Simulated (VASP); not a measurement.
Input of a VASP 6.6.1 run:

File INCAR:

```
SYSTEM = Ga
PREC = Accurate
ENCUT = 520
EDIFF = 1E-7
ISMEAR = -1
SIGMA = 0.03
LREAL = .FALSE.
LASPH = .TRUE.
NELM = 80
ALGO = Normal
ISIF = 2
LWAVE = .FALSE.
LCHARG = .TRUE.
GGA = PE
LELF = .TRUE.
LVHAR = .TRUE.
NBANDS = 20
```

Contents of KPOINTS:

```
regular mesh
0
G
  14 14 11
  0 0 0
```

The input POSCAR:

```
Ga
1.0
    1.3737178411     -3.9994756958      0.0000000000
    1.3737178411      3.9994756958      0.0000000000
   -0.1166617212      0.0000000000      3.3075808031
Ga
2
Direct
    0.8690000000      0.1310000000      0.2500000000
    0.1310000000      0.8690000000      0.7500000000
```

Potentials or basis: VASP PAW PBE potentials, release 64 (Ga_d).

Command:

```bash
$ cat potpaw_PBE.64/Ga_d/POTCAR > POTCAR
$ mpirun -np 1 vasp_std > vasp.out
```

**Question.** What does it give for the pressure?

**Answer.** 3.1 GPa.

**Question.** Predict the band gap on the k mesh.

**Answer.** Zero (bands 13 and 14 overlap by 8.11 eV).

**Question.** Predict the largest force.

**Answer.** 0.199 eV/Å.

Forces on the atoms (eV/Å):
```
Ga   0.000  0.199  0.000
Ga   0.000 -0.199  0.000
```

Caveat: the cell stands under pressure.
